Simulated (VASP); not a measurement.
# Ta (P6_3/mmc) in VASP: notebook

Runs on Ta. Level: PBE. Tasks: single point, relaxation of cell and atoms.

Program: VASP 6.6.1. These are calculated values, not measurements. Logs are shortened: lines on timing, memory, paths and dates and some standing lists are left out, and cuts for length are marked.

**1. The cell of the first run**

The structure is hexagonal, space group P6_3/mmc (No. 194). The conventional cell has a = 2.896 Å, b = 2.896 Å, c = 5.162 Å, α = 90.00°, β = 90.00°, γ = 120.00°. Within 3.8 Å of Ta (site symmetry -6m2) lie 12 Ta at 2.90 to 3.08 Å.

**2. Single point, PBE**

Contents of INCAR:

```
SYSTEM = Ta
PREC     = Accurate       ! precision mode
ENCUT    = 520            ! plane-wave cutoff, eV
EDIFF    = 1E-6           ! SCF threshold, eV
ISMEAR   = 0              ! smearing method
SIGMA    = 0.05           ! smearing width, eV
LREAL    = .False.        ! projectors in reciprocal space
LASPH    = .True.         ! aspherical terms in the spheres
NELM     = 60             ! most SCF steps
ALGO     = Normal         ! electronic algorithm
ISIF     = 2              ! what is computed and relaxed
LWAVE    = .False.        ! write WAVECAR
LCHARG   = .True.         ! write CHGCAR
GGA      = PE             ! functional
LELF     = .True.         ! ELF
LVHAR    = .True.       
NBANDS   = 18             ! bands
```

Contents of KPOINTS:

```
regular mesh
0
Gamma
  10 10 5
  0 0 0
```

Contents of POSCAR:

```
Ta
1.0
    2.8964050874      0.0000000000      0.0000000000
   -1.4482025437      2.5083603854      0.0000000000
    0.0000000000      0.0000000000      5.1615914424
Ta
2
Direct
    0.3333333333      0.6666666667      0.2500000000
    0.6666666667      0.3333333333      0.7500000000
```

Potentials or basis: VASP PAW PBE potentials, release 64 (Ta_pv).

Command:

```bash
> cat potpaw_PBE.64/Ta_pv/POTCAR > POTCAR
> mpirun -np 1 vasp_std > vasp.out
```

OUTCAR:

```text
SYSTEM = Ta
   PREC = Accurate
   ENCUT = 520
   EDIFF = 1E-6
   ISMEAR = 0
   LREAL = .False.
   LASPH = .True.
   NELM = 60
   ISIF = 2
   GGA = PE

 ion  position               nearest neighbor table
   1  0.333  0.667  0.250-   2 3.08   2 3.08   2 3.08   2 3.08   2 3.08   2 3.08
   2  0.667  0.333  0.750-   1 3.08   1 3.08   1 3.08   1 3.08   1 3.08   1 3.08

  LATTYP: Found a hexagonal cell.
 ALAT       =     2.8964050874
 C/A-ratio  =     1.7820682144

  Lattice vectors:

 A1 = (   2.8964050874,   0.0000000000,   0.0000000000)
 A2 = (  -1.4482025437,   2.5083603854,   0.0000000000)
 A3 = (   0.0000000000,   0.0000000000,   5.1615914424)

Analysis of symmetry for initial positions (statically):
=====================================================================
 Subroutine PRICEL returns:
 Original cell was already a primitive cell.

 Routine SETGRP: Setting up the symmetry group for a
 hexagonal supercell.

 Subroutine GETGRP returns: Found 24 space group operations
 (whereof 12 operations were pure point group operations)
 out of a pool of 24 trial point group operations.

The static configuration has the point symmetry D_3d.
 The point group associated with its full space group is D_6h.

Analysis of symmetry for dynamics (positions and initial velocities):
=====================================================================
 Subroutine PRICEL returns:
 Original cell was already a primitive cell.

 Routine SETGRP: Setting up the symmetry group for a
 hexagonal supercell.

 Subroutine GETGRP returns: Found 24 space group operations
 (whereof 12 operations were pure point group operations)
 out of a pool of 24 trial point group operations.

The dynamic configuration has the point symmetry D_3d.
 The point group associated with its full space group is D_6h.

 Subroutine INISYM returns: Found 24 space group operations
 (whereof 12 operations are pure point group operations),
 and found     1 'primitive' translations

----------------------------------------------------------------------------------------

                                     Primitive cell

  volume of cell :      37.5001

  direct lattice vectors                    reciprocal lattice vectors
     2.896405087  0.000000000  0.000000000     0.345255574  0.199333398  0.000000000
    -1.448202544  2.508360385  0.000000000     0.000000000  0.398666797  0.000000000
     0.000000000  0.000000000  5.161591442     0.000000000  0.000000000  0.193738697

  length of vectors
     2.896405087  2.896405087  5.161591442     0.398666797  0.398666797  0.193738697

  position of ions in fractional coordinates (direct lattice)
     0.333333333  0.666666667  0.250000000
     0.666666667  0.333333333  0.750000000

  ion indices of the primitive-cell ions
   primitive index   ion index
                 1           1
                 2           2

----------------------------------------------------------------------------------------

 KPOINTS: regular mesh

Automatic generation of k-mesh.
 Grid dimensions read from file:
 generate k-points for:   10   10    5

 Generating k-lattice:

  Cartesian coordinates                     Fractional coordinates (reciprocal lattice)
     0.034525557  0.019933340  0.000000000     0.100000000  0.000000000  0.000000000
     0.000000000  0.039866680  0.000000000     0.000000000  0.100000000  0.000000000
     0.000000000  0.000000000  0.038747739     0.000000000  0.000000000  0.200000000

  Length of vectors
     0.039866680  0.039866680  0.038747739

  Shift w.r.t. Gamma in fractional coordinates (k-lattice)
     0.000000000  0.000000000  0.000000000

 Subroutine IBZKPT returns following result:
 ===========================================

 Found     42 irreducible k-points:

 Following reciprocal coordinates:
            Coordinates               Weight
  0.000000  0.000000  0.000000      1.000000
  0.100000 -0.000000  0.000000      6.000000
  0.200000 -0.000000  0.000000      6.000000
  0.300000  0.000000  0.000000      6.000000
  0.400000  0.000000  0.000000      6.000000
  0.500000  0.000000  0.000000      3.000000
[... 16 lines left out ...]
  0.300000  0.100000  0.200000     24.000000
  0.400000  0.100000  0.200000     24.000000
 [... further k-points ...]
   k-points           NKPTS =     42   k-points in BZ     NKDIM =     42   number of bands    NBANDS=     18
   number of dos      NEDOS =    301   number of ions     NIONS =      2
   total plane-waves  NPLWV =  23040
   dimension x,y,z NGX =    24 NGY =   24 NGZ =   40
   dimension x,y,z NGXF=    48 NGYF=   48 NGZF=   80
   ions per type =               2
   NGX,Y,Z   is equivalent  to a cutoff of  13.78, 13.78, 12.88 a.u.
   NGXF,Y,Z  is equivalent  to a cutoff of  27.55, 27.55, 25.77 a.u.
 SYSTEM =  Ta
   PREC   = accura    normal or accurate (medium, high low for compatibility)
   ISTART =      0    job   : 0-new  1-cont  2-samecut
   ICHARG =      2    charge: 1-file 2-atom 10-const
   ISPIN  =      1    spin polarized calculation?
   LNONCOLLINEAR =      F non collinear calculations
   LSORBIT =      F    spin-orbit coupling
   LASPH  =      T    aspherical Exc in radial PAW
   ENCUT  =  520.0 eV  38.22 Ry    6.18 a.u.   5.39  5.39  9.60*2*pi/ulx,y,z
   NELM   =     60;   NELMIN=  2; NELMDL= -5     # of ELM steps
   EDIFF  = 0.1E-05   stopping-criterion for ELM
   LREAL  =      F    real-space projection
   EDIFFG = 0.1E-04   stopping-criterion for IOM
   NSW    =      0    number of steps for IOM
   IBRION =     -1    ionic relax: 0-MD 1-quasi-New 2-CG
   NFREE  =      0    steps in history (QN), initial steepest desc. (CG)
   ISIF   =      2    stress and relaxation
   ISYM   =      2    0-nonsym 1-usesym 2-fastsym
   POTIM  = 0.5000    time-step for ionic-motion
   TEBEG  =    0.0;   TEEND  =   0.0 temperature during run
   PSTRESS=    0.0 pullay stress
   NELECT =      22.0000    total number of electrons
   NUPDOWN=      -1.0000    fix difference up-down
   EMIN   =  10.00;   EMAX   =-10.00  energy-range for DOS
   EFERMI =   0.00;   METHOD = LEGACY
   ISMEAR =     0;   SIGMA  =   0.05  broadening in eV -4-tet -1-fermi 0-gaus
   EFERMI_NEDOS =   21; number of points for ismear=-14 and -15
   IALGO  =     38    algorithm
   IMIX   =      4    mixing-type and parameters
     AMIX     =   0.40;   BMIX     =  1.00
     AMIX_MAG =   1.60;   BMIX_MAG =  1.00
  volume/ion in A,a.u.               =      18.75       126.53
  Fermi-wavevector in a.u.,A,eV,Ry     =   1.370476  2.589824 25.554524  1.878204
  Thomas-Fermi vector in A             =   2.496259
   LORBIT       =      0    0 simple, 1 ext, 2 COOP (PROOUT), +10 PAW based schemes
   GGA     = PE    functional components
   LHFCALC =     F    Hartree Fock is set to
   AEXX    =    0.0000 exact exchange contribution
   IVDW    =     0    specifies the selected vdW correction
   LEPSILON=     F    determine dielectric tensor
   LRPA    =     F    only Hartree local field effects (RPA)
 non-spin polarized calculation
 Gauss-broadening in eV      SIGMA  =   0.05
  energy-cutoff  :      520.00
  volume of cell :       37.50
 maximum number of plane-waves:      1033
 NGX is ok and might be reduce to    24
   NGX = 11   NGY = 11   NGZ = 19

 number of electron      22.0000003 magnetization

 Free energy of the ion-electron system (eV)
  ---------------------------------------------------
  ext. energy  EPLUGINS =         0.00000000
  ---------------------------------------------------
  free energy    TOTEN  =       -23.06407411 eV

  energy without entropy =      -23.06123459  energy(sigma->0) =      -23.06265435

 E-fermi :   5.5458     XC(G=0): -12.4009

 val. band max:        5.5343661784   @ k =   0.3000   0.1000   0.4000
 cond. band min:       5.5460598624   @ k =   0.3000   0.1000   0.0000
 fundamental gap:      0.0116936840
 Fermi energy:         5.5458342604

 k-point     1 :       0.0000    0.0000    0.0000
  band No.  band energies     occupation
      1     -28.9590      2.00000
      2     -28.1411      2.00000
      3     -28.0354      2.00000
      4     -28.0354      2.00000
      5     -27.9532      2.00000
      6     -27.9532      2.00000
[... 10 lines left out ...]
     17      10.7390      0.00000
     18      10.7390      0.00000

 k-point     2 :       0.1000   -0.0000    0.0000
  band No.  band energies     occupation
      1     -28.9272      2.00000
      2     -28.1448      2.00000
      3     -28.1381      2.00000
      4     -28.0632      2.00000
      5     -28.0580      2.00000
      6     -27.9722      2.00000
[... 10 lines left out ...]
     17      10.8828      0.00000
     18      11.4930      0.00000

 k-point     3 :       0.2000   -0.0000    0.0000
  band No.  band energies     occupation
      1     -28.8392      2.00000
      2     -28.4032      2.00000
      3     -28.3217      2.00000
      4     -28.1587      2.00000
      5     -28.1336      2.00000
      6     -28.0232      2.00000
[... 10 lines left out ...]
     17      11.0806      0.00000
     18      12.9633      0.00000

 k-point     4 :       0.3000    0.0000    0.0000
  band No.  band energies     occupation
      1     -28.7228      2.00000
      2     -28.7161      2.00000
      3     -28.6297      2.00000
      4     -28.2173      2.00000
      5     -28.1895      2.00000
      6     -28.0874      2.00000
[... 10 lines left out ...]
     17      11.1564      0.00000
     18      13.4539      0.00000

 k-point     5 :       0.4000    0.0000    0.0000
  band No.  band energies     occupation
      1     -28.9740      2.00000
      2     -28.8673      2.00000
      3     -28.5925      2.00000
      4     -28.2832      2.00000
      5     -28.2377      2.00000
      6     -28.1398      2.00000
[... 10 lines left out ...]
     17      11.3554      0.00000
     18      13.4373      0.00000

 k-point     6 :       0.5000    0.0000    0.0000
  band No.  band energies     occupation
      1     -29.0680      2.00000
      2     -28.9557      2.00000
      3     -28.5308      2.00000
      4     -28.3079      2.00000
      5     -28.2705      2.00000
      6     -28.1598      2.00000
[... 10 lines left out ...]
     17      12.5504      0.00000
     18      12.6220      0.00000

 k-point     7 :       0.1000    0.1000    0.0000
  band No.  band energies     occupation
      1     -28.8672      2.00000
      2     -28.3027      2.00000
      3     -28.2562      2.00000
      4     -28.1536      2.00000
      5     -28.1026      2.00000
      6     -28.0221      2.00000
[... 10 lines left out ...]
     17      10.8825      0.00000
     18      12.6585      0.00000

 k-point     8 :       0.2000    0.1000    0.0000
  band No.  band energies     occupation
      1     -28.7612      2.00000
      2     -28.5749      2.00000
      3     -28.5208      2.00000
      4     -28.2003      2.00000
      5     -28.1764      2.00000
      6     -28.1000      2.00000
[... 10 lines left out ...]
     17      10.8460      0.00000
     18      13.6797      0.00000
[... 229 lines left out ...]
     17      11.5612      0.00000
     18      12.5244      0.00000

 k-point    20 :       0.5000    0.0000    0.2000
  band No.  band energies     occupation
      1     -29.0797      2.00000
      2     -28.9859      2.00000
      3     -28.4820      2.00000
      4     -28.2940      2.00000
      5     -28.2742      2.00000
      6     -28.1742      2.00000
[... 10 lines left out ...]
     17      12.2471      0.00000
     18      12.2996      0.00000

 k-point    21 :       0.1000    0.1000    0.2000
  band No.  band energies     occupation
      1     -28.8101      2.00000
      2     -28.3087      2.00000
      3     -28.2885      2.00000
      4     -28.1785      2.00000
      5     -28.0929      2.00000
      6     -28.0312      2.00000
[... 10 lines left out ...]
     17      10.6928      0.00000
     18      11.7783      0.00000

 k-point    22 :       0.2000    0.1000    0.2000
  band No.  band energies     occupation
      1     -28.7488      2.00000
      2     -28.5634      2.00000
      3     -28.5122      2.00000
      4     -28.2271      2.00000
      5     -28.1748      2.00000
      6     -28.1095      2.00000
[... 10 lines left out ...]
     17      10.6306      0.00000
     18      12.4657      0.00000

 k-point    23 :       0.3000    0.1000    0.2000
  band No.  band energies     occupation
      1     -28.8749      2.00000
      2     -28.7965      2.00000
      3     -28.5562      2.00000
      4     -28.2970      2.00000
      5     -28.2352      2.00000
      6     -28.1798      2.00000
[... 10 lines left out ...]
     17      11.4911      0.00000
     18      12.8693      0.00000

 k-point    24 :       0.4000    0.1000    0.2000
  band No.  band energies     occupation
      1     -29.0275      2.00000
      2     -28.9374      2.00000
      3     -28.4893      2.00000
      4     -28.3437      2.00000
      5     -28.2845      2.00000
      6     -28.2200      2.00000
[... 10 lines left out ...]
     17      12.7037      0.00000
     18      13.6662      0.00000

 [... further k-points ...]
[... 5 lines left out ...]
  --------------------------------------------------------------------------------------
  -------------------------------------------------------------------------------------
  Total        0.0077535      0.0077535      0.0140205      0.0000000      0.0000000      0.0000000
  in kB        0.3312666      0.3312666      0.5990211      0.0000000      0.0000000      0.0000000
  external PRESSURE =       0.4205181 kB  Pullay stress =       0.0000000 kB

 VOLUME and BASIS-vectors are now :
 -----------------------------------------------------------------------------
  energy-cutoff  :      520.00
  volume of cell :       37.50
      direct lattice vectors                 reciprocal lattice vectors
     2.896405087  0.000000000  0.000000000     0.345255574  0.199333398  0.000000000
    -1.448202544  2.508360385  0.000000000     0.000000000  0.398666797  0.000000000
     0.000000000  0.000000000  5.161591442     0.000000000  0.000000000  0.193738697

 POSITION                                       TOTAL-FORCE (eV/Angst)
 -----------------------------------------------------------------------------------
     -0.00000      1.67224      1.29040         0.000000     -0.000000      0.000000
      1.44820      0.83612      3.87119        -0.000000      0.000000      0.000000
 -----------------------------------------------------------------------------------
    total drift:                               -0.000000      0.000000     -0.000000

  FREE ENERGIE OF THE ION-ELECTRON SYSTEM (eV)
  ---------------------------------------------------
  free  energy   TOTEN  =       -23.0640741057 eV

  energy  without entropy=      -23.0612345910  energy(sigma->0) =      -23.06265435
```

It took 34 s on 1 thread of Intel Xeon Platinum 8259CL at 2.50GHz (Skylake/Cascade Lake), shared host; peak memory 0.17 GiB.

What came out:

```
Free energy            : -23.0641 eV
Pressure               : 0.0 GPa
Band gap on the k mesh : zero (band 11 reaches 6.57 eV, above the bottom of band 12 at 5.03 eV)
```

Levels at points of the mesh, in eV from the Fermi level:
| k point | band 7 | band 8 | band 9 | band 10 | band 11 | band 12 | band 13 | band 14 | band 15 | band 16 |
| --- | --- | --- | --- | --- | --- | --- | --- | --- | --- | --- |
| (0.00, 0.00, 0.00) | -8.14 | -4.87 | -0.52 | -0.07 | 0.65 | 0.65 | 1.21 | 1.21 | 3.04 | 3.04 |
| (0.50, 0.00, 0.00) | -4.00 | -3.80 | -3.28 | -0.41 | -0.32 | 0.55 | 0.92 | 5.59 | 6.48 | 6.78 |

Caveat: spin-orbit coupling is left out, which moves the levels of the heavy elements.

[end of part 1 of 2]
